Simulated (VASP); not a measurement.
Here is a VASP 6.6.1 calculation.

Contents of INCAR:

```
  PREC = Accurate
  ENCUT = 520
  EDIFF = 1E-6
  ISMEAR = 0
  SIGMA = 0.05
  LREAL = Auto
  LASPH = T
  NELM = 80
  ALGO = Normal
  ISIF = 2
  LWAVE = F
  LCHARG = T
  LDIPOL = T
  IDIPOL = 3
  DIPOL = 0.5 0.5 0.499
  LELF = T
  LVHAR = T
  LVACPOTAV = T
  NBANDS = 63
```

Contents of KPOINTS:

```
Automatic mesh
0
Gamma
  6 6 1
```

Contents of POSCAR:

```
SiO2
1.0
    4.8681821142      0.0000000000      0.0000000000
   -2.4340910571      4.2159693812      0.0000000000
    0.0000000000      0.0000000000     27.1300847586
O Si
12 6
Direct
    0.8645164779      0.2757492956      0.3133053242
    0.2757492956      0.8645164779      0.3347682293
    0.7242507044      0.5887671823      0.3792431240
    0.1354835221      0.4112328177      0.4007060292
    0.4112328177      0.1354835221      0.4451809238
    0.5887671823      0.7242507044      0.4666438290
    0.8628299646      0.2728075979      0.5124453051
    0.2769384017      0.8658311977      0.5331814435
    0.7142023683      0.5983896988      0.5746969290
    0.1223638789      0.4209485727      0.6007906759
    0.4334408826      0.1698082260      0.6440419362
    0.6033877496      0.7630734948      0.6615903713
    0.0000000000      0.5350276806      0.3570056767
    0.4649723194      0.4649723194      0.4229434765
    0.5350276806      0.0000000000      0.4888812763
   -0.0070600259      0.5403413488      0.5544577592
    0.4663684482      0.4889827374      0.6199320929
    0.6838649236      0.1169684960      0.6787062980
```

Potentials or basis: VASP PAW LDA potentials, release 64 (O, Si).

Command:

```sh
$ cat potpaw_LDA.64/O/POTCAR potpaw_LDA.64/Si/POTCAR > POTCAR
$ mpirun -np 1 vasp_std > vasp.out
```

(1) Predict the largest force.

(2) What does it give for the band gap on the k mesh?

Answers

(1) 1.035 eV/Å.

(2) 0.01 eV.

Caveat: the smearing spreads over this small gap; semilocal functionals underestimate gaps, and a narrow one can read as zero.
